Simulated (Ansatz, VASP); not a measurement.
# CsH: VASP beside Ansatz

```xyz
2
Lattice="0.0000 3.0550 3.0550 3.0550 0.0000 3.0550 3.0550 3.0550 0.0000" Properties=species:S:1:pos:R:3 pbc="T T T"
Cs    0.0000    0.0000    0.0000
H     3.0550    3.0550    3.0550
```

Alike in both runs: task single point; functional r2SCAN; k mesh 6 × 6 × 6; occupations gaussian, width 0.02 eV; no spin polarisation.

|  | VASP | Ansatz |
| --- | --- | --- |
| version | VASP 6.6.1 | Ansatz 0.2.0 |
| potentials or method | VASP PAW PBE potentials, release 64 (Cs_sv, H), cutoff 520 eV | scalar-relativistic, plane waves, PAW |
| valence electrons in the cell | 10 | 10 |

```tsv
	VASP	Ansatz	Ansatz less VASP
gap on the k mesh at the Fermi level (eV)	2.49	2.51	+0.025
least direct gap on the mesh (eV)	2.49	2.51	+0.025
pressure (GPa)	1.7	1.6	-0.07
```

VASP's potentials were made for PBE, not for r2SCAN.

Neither program's run includes spin-orbit coupling.
